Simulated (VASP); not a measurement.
A run of VASP 6.6.1:

Contents of INCAR:

```
SYSTEM = SiC62
PREC = Accurate ; ENCUT = 520
EDIFF = 1E-6 ; ISMEAR = -1
SIGMA = 0.05 ; LREAL = Auto
LASPH = .TRUE. ; NELM = 120
ALGO = Normal ; ISIF = 2
LWAVE = .FALSE. ; LCHARG = .TRUE.
GGA = PS ; LELF = .TRUE.
LVHAR = .TRUE. ; NBANDS = 163
ISYM = -1 ; GGA_COMPAT = .FALSE.
```

The input KPOINTS:

```
explicit points
1
Reciprocal
  0.25000000   0.25000000   0.25000000 1
```

The input POSCAR:

```
SiC62
1.0
    7.1076060000      0.0000000000      0.0000000000
    0.0000000000      7.1076060000      0.0000000000
    0.0000000000      0.0000000000      7.1076060000
C Si
62 1
Direct
    0.9984820000      0.9983790000      0.9981770000
    0.9984920000      0.9984060000      0.4985170000
    0.9984950000      0.4987100000      0.9982110000
    0.0001300000      0.4988990000      0.4986900000
    0.4987990000      0.9984010000      0.9982080000
    0.4990000000      0.0000370000      0.4986760000
    0.4990000000      0.4988780000      0.9998500000
    0.1246060000      0.1245000000      0.1242920000
    0.1245820000      0.1244610000      0.6239480000
    0.1245820000      0.6241640000      0.1242520000
    0.1229530000      0.6239810000      0.6237870000
    0.6242850000      0.1244660000      0.1242650000
    0.6240790000      0.1228360000      0.6237940000
    0.6240860000      0.6239970000      0.1226380000
    0.2498290000      0.2497240000      0.0011830000
    0.2529550000      0.2528480000      0.5018040000
    0.2464060000      0.7500030000      0.0002800000
    0.2459610000      0.7535460000      0.4982690000
    0.7500960000      0.2462960000      0.0002970000
    0.7536310000      0.2458660000      0.4982940000
    0.7468730000      0.7467660000      0.9952110000
    0.7502720000      0.7502130000      0.4842850000
    0.3762130000      0.3761030000      0.1272680000
    0.3728040000      0.3726590000      0.6381610000
    0.3729870000      0.8765760000      0.1221790000
    0.3694510000      0.8769870000      0.6241760000
    0.8766700000      0.3728680000      0.1221950000
    0.8771190000      0.3693280000      0.6242050000
    0.8732600000      0.8731520000      0.1212840000
    0.8701280000      0.8700290000      0.6206640000
    0.2498310000      0.0013930000      0.2495330000
    0.2464160000      0.0004640000      0.7497990000
    0.2529430000      0.5020030000      0.2526300000
    0.2459410000      0.4984670000      0.7533530000
    0.7500850000      0.0004830000      0.2461040000
    0.7468640000      0.9954010000      0.7465600000
    0.7536360000      0.4984960000      0.2456700000
    0.7503070000      0.4844810000      0.7500840000
    0.3762160000      0.1274750000      0.3759140000
    0.3729880000      0.1223790000      0.8763640000
    0.3727580000      0.6384130000      0.3723760000
    0.3694330000      0.6243950000      0.8768120000
    0.8766610000      0.1223930000      0.3726670000
    0.8732550000      0.1214840000      0.8729480000
    0.8771350000      0.6244250000      0.3691070000
    0.8701410000      0.6208710000      0.8698420000
    0.0014850000      0.2497390000      0.2495450000
    0.0005720000      0.2463130000      0.7497990000
    0.0005800000      0.7499890000      0.2461100000
    0.9954920000      0.7467530000      0.7465500000
    0.5020980000      0.2528220000      0.2526230000
    0.4985560000      0.2458240000      0.7533620000
    0.4985610000      0.7535600000      0.2456450000
    0.4845820000      0.7502680000      0.7501010000
    0.1275860000      0.3761220000      0.3759220000
    0.1225020000      0.3728750000      0.8763610000
    0.1225010000      0.8765650000      0.3726740000
    0.1215920000      0.8731340000      0.8729290000
    0.6384940000      0.3726190000      0.3723920000
    0.6245320000      0.3692990000      0.8768440000
    0.6245250000      0.8770350000      0.3690970000
    0.6209800000      0.8700480000      0.8698510000
    0.5615400000      0.5613870000      0.5612460000
```

Potentials or basis: VASP PAW PBE potentials, release 64 (C, Si).

The run is started by

```sh
$ cat potpaw_PBE.64/C/POTCAR potpaw_PBE.64/Si/POTCAR > POTCAR
$ mpirun -np 1 vasp_std > vasp.out
```

Hardware: 1 thread of Intel(R) Xeon(R) 6975P-C (Granite Rapids) (shared host).

Problem. How long does it take, and how much memory?

Solution. It took 90 s on 1 thread of Intel(R) Xeon(R) 6975P-C (Granite Rapids), on a shared host, peak memory 0.39 GiB. Counts: scf iterations 14, k points 1.
